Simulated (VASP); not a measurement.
Ba3CaO4, 8 atoms in the cell. The structure is tetragonal, space group P4mm (No. 99). The conventional cell has a = 5.479 Å, b = 5.479 Å, c = 5.479 Å, α = 90.00°, β = 90.00°, γ = 90.00°. Within 3.6 Å of Ba (site symmetry 4mm) lie 6 O at 2.73 to 2.74 Å. Within 3.6 Å of Ba (site symmetry 2mm) lie 6 O at 2.71 to 2.77 Å. Within 2.9 Å of Ca (site symmetry 4mm) lie 5 O at 2.20 to 2.75 Å. O (site symmetry 4mm) has 6 Ba at 2.73 to 2.74 Å within 3.6 Å. O (site symmetry 4mm) has 1 Ca at 2.20 Å and 4 Ba at 2.77 Å within 2.9 Å. O (site symmetry 2mm) has 4 Ba at 2.71 to 2.77 Å and 2 Ca at 2.75 Å within 3.6 Å. 

- Program: VASP 6.6.1
- Task: single point
- Functional: r2SCAN
- Potentials or basis: VASP PAW PBE potentials, release 64 (Ba_sv, Ca_sv, O)
- Cutoff: 520 eV
- k mesh: 3 × 3 × 3
- Occupations: gaussian, width 0.01 eV
- Spin: no spin polarisation
- Dipole correction: no
- Further INCAR settings: ALGO = Normal; EDIFF = 1e-06; NBANDS = 42

Potentials or basis: VASP PAW PBE potentials, release 64 (Ba_sv, Ca_sv, O).

Command:

```console
$ cat potpaw_PBE.64/Ba_sv/POTCAR potpaw_PBE.64/Ca_sv/POTCAR potpaw_PBE.64/O/POTCAR > POTCAR
$ cp INCAR.step1 INCAR
$ mpirun -np 1 vasp_std > vasp.out
$ cp INCAR.step2 INCAR
$ mpirun -np 1 vasp_std > vasp.out
```

Hardware: 1 thread of Intel(R) Xeon(R) Platinum 8259CL CPU @ 2.50GHz (Skylake/Cascade Lake), with other jobs on the host.

Problem. How long does it take, and how much memory?

Solution. Wall time 3.6 min on 1 thread of Intel(R) Xeon(R) Platinum 8259CL CPU @ 2.50GHz (Skylake/Cascade Lake), on a shared host, peak memory 0.3 GiB. Counts: k points 6.
